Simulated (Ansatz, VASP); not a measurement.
**BN in VASP and in Ansatz**

```
CELL_PARAMETERS angstrom
0.00000 1.80255 1.80255
1.80255 0.00000 1.80255
1.80255 1.80255 0.00000
ATOMIC_POSITIONS crystal
B 0.00000 0.00000 0.00000
N 0.25000 0.25000 0.25000
```

Alike in both runs: functional PBEsol; k mesh 12 × 12 × 12; occupations fermi-dirac, width 0.02 eV; no spin polarisation.

Ansatz relaxed the structure, and its values are those at the end. VASP's run is a single point on that final structure, the one shown.

|  | VASP | Ansatz |
| --- | --- | --- |
| version | VASP 6.6.1 | Ansatz 0.2.0 |
| potentials or method | VASP PAW PBE potentials, release 64 (B, N), cutoff 520 eV | PAW plane waves |
| valence electrons in the cell | 8 | 8 |

|  | VASP | Ansatz | Ansatz less VASP |
| --- | --- | --- | --- |
| gap on the k mesh at the Fermi level (eV) | 4.29 | 4.29 | +0.008 |
| pressure (GPa) | 0.8 | 0.0 | -0.82 |

VASP's potentials were made for PBE, not for PBEsol, and Ansatz warns of the same on its side.
